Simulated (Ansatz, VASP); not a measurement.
One calculation of SnO, two programs

```
Sn O
1.0
     3.80200    0.01901    0.01901
     0.01901    3.80200    0.01901
     0.02418    0.02418    4.83600
Sn O
2 2
Direct
  0.00000 0.50000 0.23850
  0.50000 0.00000 0.76150
  0.00000 0.00000 0.00000
  0.50000 0.50000 0.00000
```

Change from the starting cell: equal xy, yz and zx shear strains of +1 %.

Alike in both runs: task single point; functional LDA; k mesh 6 × 6 × 5; occupations fermi-dirac, width 0.02 eV; no spin polarisation.

|  | VASP | Ansatz |
| --- | --- | --- |
| version | VASP 6.6.1 | Ansatz 0.2.0 |
| potentials or method | VASP PAW LDA potentials, release 64 (Sn_d, O), cutoff 520 eV | all-electron LAPW, scalar-relativistic |

|  | VASP | Ansatz | Ansatz less VASP |
| --- | --- | --- | --- |
| pressure (GPa) | -2.5 | -2.8 | -0.31 |
| traceless stress, the component that is largest in VASP (GPa) | -0.83 | -0.83 | -0.002 |
| rms of the force components (eV/Å) | 0.070 | 0.110 | +0.0396 |

LDA's correlation is that of Perdew and Zunger in VASP and of Perdew and Wang (1992) in Ansatz. Atom by atom the forces differ by 0.044 eV/Å (rms over components). Ansatz ran all-electron here, and VASP with PAW potentials.
